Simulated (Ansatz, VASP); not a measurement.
**Sn in VASP and in Ansatz**

Contents of INCAR:

```
SYSTEM = Sn
PREC = Accurate ; ENCUT = 520
EDIFF = 1E-7 ; ISMEAR = -1
SIGMA = 0.1 ; LREAL = .False.
LASPH = .True. ; NELM = 100
ALGO = Normal ; ISIF = 2
LWAVE = .False. ; LCHARG = .True.
LELF = .True. ; LVHAR = .True.
NBANDS = 21
```

File KPOINTS:

```
regular mesh
0
Gamma
  14 14 14
  0 0 0
```

File POSCAR:

```
Sn
1.0
    0.0000000000      3.2806911642      3.2806911642
    3.2806911642      0.0000000000      3.2806911642
    3.2806911642      3.2806911642      0.0000000000
Sn
2
Direct
    0.5000000000      0.5000000000      0.5000000000
    0.7500000000      0.7500000000      0.7500000000
```

Input for Ansatz:

```yaml
crystal:
  lattice:
    - [0.0, 3.2806911642, 3.2806911642]
    - [3.2806911642, 0.0, 3.2806911642]
    - [3.2806911642, 3.2806911642, 0.0]
  atoms:
    - { symbol: Sn, position: [0.5, 0.5, 0.5] }
    - { symbol: Sn, position: [0.75, 0.75, 0.75] }
hamiltonian:
  xc: lda
  pseudopotentials:
    kind: paw
    azcp:
      Sn: "pseudopotentials/Sn.paw.azcp"
basis:
  ecutwfc: 420
  fft_grid_basis: typed
kpoints:
  mp_grid: { grid: [14, 14, 14], shift: [0, 0, 0] }
magnetization:
  spin_polarized: false
scf:
  occupations: { method: fermi_dirac, width: 0.1 }
output:
  stress: true
```

Alike in both runs: task single point; functional LDA; k mesh 14 × 14 × 14; occupations fermi-dirac, width 0.1 eV; no spin polarisation.

|  | VASP | Ansatz |
| --- | --- | --- |
| version | VASP 6.6.1 | Ansatz 0.2.0 |
| potentials or method | VASP PAW LDA potentials, release 64 (Sn_d), cutoff 520 eV | plane waves (420 eV) with PAW, scalar-relativistic |
| valence electrons in the cell | 28 | 28 |

```csv
,VASP,Ansatz,Ansatz less VASP
pressure (GPa),-1.6,-1.6,+0.01
```

Ansatz warns that its potentials were made for another functional, while VASP's fit it. LDA's correlation is that of Perdew and Zunger in VASP and of Perdew and Wang (1992) in Ansatz.
